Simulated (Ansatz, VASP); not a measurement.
**Two plane-wave programs on CdS**

File POSCAR:

```
CdS
1.0
    0.0000000000      2.7269062253      2.7269062253
    2.7269062253      0.0000000000      2.7269062253
    2.7269062253      2.7269062253      0.0000000000
Cd S
1 1
Direct
   -0.0021230927      0.0021230927      0.0021230927
    0.5074443337      0.4925556663      0.4925556663
```

The input INCAR.step1:

```
SYSTEM = CdS
PREC     = Accurate       ! precision mode
ENCUT    = 520            ! plane-wave cutoff, eV
ISMEAR   = 0              ! smearing method
SIGMA    = 0.05           ! smearing width, eV
LREAL    = .False.        ! projectors in reciprocal space
LASPH    = .True.         ! aspherical terms in the spheres
NELM     = 60             ! most SCF steps
NBANDS   = 16             ! bands
GGA      = PE             ! functional
ALGO     = Normal         ! electronic algorithm
EDIFF    = 1E-4           ! SCF threshold, eV
LWAVE    = .True.         ! write WAVECAR
LCHARG   = .False.        ! write CHGCAR
```

The input INCAR.step2:

```
SYSTEM = CdS
PREC     = Accurate       ! precision mode
ENCUT    = 520            ! plane-wave cutoff, eV
EDIFF    = 1E-7           ! SCF threshold, eV
ISMEAR   = 0              ! smearing method
SIGMA    = 0.05           ! smearing width, eV
LREAL    = .False.        ! projectors in reciprocal space
LASPH    = .True.         ! aspherical terms in the spheres
NELM     = 60             ! most SCF steps
ALGO     = Normal         ! electronic algorithm
ISIF     = 2              ! what is computed and relaxed
LWAVE    = .False.        ! write WAVECAR
LCHARG   = .False.        ! write CHGCAR
METAGGA  = R2SCAN         ! meta-GGA
LMIXTAU  = .True.       
NBANDS   = 16             ! bands
ISTART   = 1
```

Contents of KPOINTS:

```
Automatic mesh
0
Gamma
  8 8 8
  0 0 0
```

Input for Ansatz:

```yaml
crystal:
  lattice:
    - [0.0, 2.7269062253, 2.7269062253]
    - [2.7269062253, 0.0, 2.7269062253]
    - [2.7269062253, 2.7269062253, 0.0]
  atoms:
    - { symbol: Cd, position: [-0.0021230927, 0.0021230927, 0.0021230927] }
    - { symbol: S, position: [0.5074443337, 0.4925556663, 0.4925556663] }
basis:
  ecutwfc: 500
kpoints:
  mp_grid: { grid: [8, 8, 8] }
hamiltonian:
  xc: r2scan
scf:
  occupations: { method: gaussian, width: 0.05 }
output:
  forces: true
  stress: true
  eigenvalues: true
  write_density: true
  write_potential: true
  elf: true
  volumetric_format: npy
```

Change from the starting cell: mode 4 frozen in at -0.041 Å and mode 5 at +0.000 Å (largest displacements).

Alike in both runs: task single point; functional r2SCAN; k mesh 8 × 8 × 8; occupations gaussian, width 0.05 eV; no spin polarisation.

```csv
,VASP,Ansatz
version,VASP 6.6.1,Ansatz 0.2.0
potentials or method,"VASP PAW PBE potentials, release 64 (Cd, S), cutoff 520 eV","scalar-relativistic, plane waves, PAW"
valence electrons in the cell,18,26
```

VASP gave:

| Property | Result |
| --- | --- |
| gap on the k mesh at the Fermi level (eV) | 0.74 |
| least direct gap on the mesh (eV) | 2.35 |
| pressure (GPa) | 0.5 |
| traceless stress, the component that is largest in VASP (GPa) | 0.20 |
| rms of the force components (eV/Å) | 0.057 |

Q: Estimate Ansatz's values.

A: gap on the k mesh at the Fermi level (eV): 0.76; least direct gap on the mesh (eV): 2.38; pressure (GPa): 0.1; traceless stress, the component that is largest in VASP (GPa): 0.19; rms of the force components (eV/Å): 0.054.

VASP's potentials were made for PBE, not for r2SCAN. Atom by atom the forces differ by 0.003 eV/Å (rms over components). VASP's potentials hold 18 valence electrons a cell and Ansatz's 26, so a difference there can come from the potentials and not from the codes.
